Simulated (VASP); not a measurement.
Crystal: TiO3.

```xyz
4
Lattice="3.3119 0.0000 0.0000 0.0000 3.3119 0.0000 0.0000 0.0000 3.3119" Properties=species:S:1:pos:R:3 pbc="T T T"
Ti    0.0000    0.0000    0.0000
O     0.0000    1.6560    1.6560
O     1.6560    0.0000    1.6560
O     1.6560    1.6560    0.0000
```

```yaml
Program: VASP 6.6.1
Task: relaxation of cell and atoms
Functional: r2SCAN
Potentials_or_basis: VASP PAW PBE potentials, release 64 (Ti_sv, O)
Cutoff: 600 eV
k_mesh: 6 × 6 × 6
Occupations: gaussian, width 0.1 eV
Spin: no spin polarisation
```

At the start: pressure -23.4 GPa; volume 9.08 Å³/atom.

Q: How do energy, volume and symmetry change on relaxing?

A: Over 3 steps the energy falls by 81.3 meV/atom and the volume is 8.09 Å³/atom (-11.0 %); space group Pm-3m (No. 221, to 0.1 Å) before and after.

Step by step:
| step | energy change (eV) | largest force (eV/Å) | pressure (GPa) | volume (Å³) |
| --- | --- | --- | --- | --- |
| 1 | 0.0000 | 0.0000 | -23.39 | 36.33 |
| 2 | -0.1437 | 0.0000 | 24.86 | 29.79 |
| 3 | -0.3253 | 0.0000 | -0.27 | 32.34 |

Final structure:
```
CELL_PARAMETERS angstrom
3.18612 0.00000 0.00000
0.00000 3.18612 0.00000
0.00000 0.00000 3.18612
ATOMIC_POSITIONS crystal
Ti 0.00000 0.00000 0.00000
O 0.00000 0.50000 0.50000
O 0.50000 0.00000 0.50000
O 0.50000 0.50000 0.00000
```

Caveat: the PAW data sets were made with another functional, which shifts forces and pressure a little.
